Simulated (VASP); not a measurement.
Hg2Te3:

```
Hg Te
1.0
     4.76228    0.00000    0.00000
    -2.38114    4.12425    0.00000
     0.00000    0.00000    7.40933
Hg Te
2 3
Direct
  0.33333 0.66667 0.24500
  0.66667 0.33333 0.75500
  0.00000 0.00000 0.00000
  0.33333 0.66667 0.64500
  0.66667 0.33333 0.35500
```

| Property | Result |
| --- | --- |
| Program | VASP 6.6.1 |
| Task | relaxation of cell and atoms |
| Functional | PBE |
| Potentials or basis | VASP PAW PBE potentials, release 64 (Hg, Te) |
| Cutoff | 600 eV |
| k mesh | 6 × 6 × 4 |
| Occupations | gaussian, width 0.1 eV |
| Spin | no spin polarisation |

At the start: pressure 5.4 GPa; volume 29.11 Å³/atom.

**Question.** Where does the relaxation end?

**Answer.** Over 29 steps the energy falls by 272.8 meV/atom and the volume is 29.62 Å³/atom (+1.8 %); space group P-3m1 (No. 164, to 0.1 Å) before and after.

The path:
| step | energy change (eV) | largest force (eV/Å) | pressure (GPa) | volume (Å³) |
| --- | --- | --- | --- | --- |
| 1 | 0.0000 | 1.0289 | 5.38 | 145.53 |
| 2 | -0.2947 | 0.3899 | -1.50 | 167.08 |
| 3 | -0.3085 | 0.4801 | -0.57 | 162.73 |
| 4 | -0.3778 | 0.5009 | -0.47 | 161.98 |
| 5 | -0.6014 | 0.5662 | 0.00 | 159.38 |
| 6 | -0.9812 | 0.7334 | 1.65 | 152.73 |
| 7 | -0.1830 | 1.2371 | 11.80 | 134.58 |
| 8 | -1.0152 | 0.9032 | 3.34 | 148.16 |
| 9 | -1.0430 | 0.8263 | 2.96 | 149.01 |
| 10 | -1.0903 | 0.5836 | 1.93 | 151.46 |
| 11 | -1.0954 | 0.4763 | 1.48 | 152.56 |
| 12 | -1.1081 | 0.4570 | 1.22 | 153.25 |
| 13 | -1.1353 | 0.4096 | 0.51 | 155.32 |
| 14 | -1.1434 | 0.3421 | -0.84 | 159.38 |
| 15 | -1.1472 | 0.3628 | -0.41 | 157.96 |
| 16 | -1.1544 | 0.3692 | -0.40 | 157.60 |
| 17 | -1.1763 | 0.3884 | -0.37 | 156.55 |
| 18 | -1.2190 | 0.4160 | -0.26 | 154.44 |
| 19 | -1.2678 | 0.3090 | 0.34 | 150.22 |
| 20 | -1.2879 | 0.3071 | 0.10 | 150.35 |
| 21 | -1.3096 | 0.3150 | -0.31 | 150.65 |
| 22 | -1.3348 | 0.2670 | -0.10 | 149.46 |
| 23 | -1.3577 | 0.1540 | 0.36 | 147.23 |
| 24 | -1.3582 | 0.1300 | 0.45 | 146.79 |
| 25 | -1.3613 | 0.0641 | -0.17 | 148.88 |
| 26 | -1.3616 | 0.0766 | -0.13 | 148.44 |
| 27 | -1.3616 | 0.0798 | -0.09 | 148.34 |
| 28 | -1.3631 | 0.0496 | -0.04 | 148.23 |
| 29 | -1.3639 | 0.0174 | 0.01 | 148.11 |

Final structure:
```
Hg Te
1.0
     4.24767    0.00000    0.00000
    -2.12383    3.67859    0.00000
     0.00000    0.00000    9.47849
Hg Te
2 3
Direct
  0.33333 0.66667 0.19204
  0.66667 0.33333 0.80796
  0.00000 0.00000 0.00000
  0.33333 0.66667 0.62103
  0.66667 0.33333 0.37897
```

Caveat: a cell axis changed by over 15 % at a fixed basis, so the end point is rough.
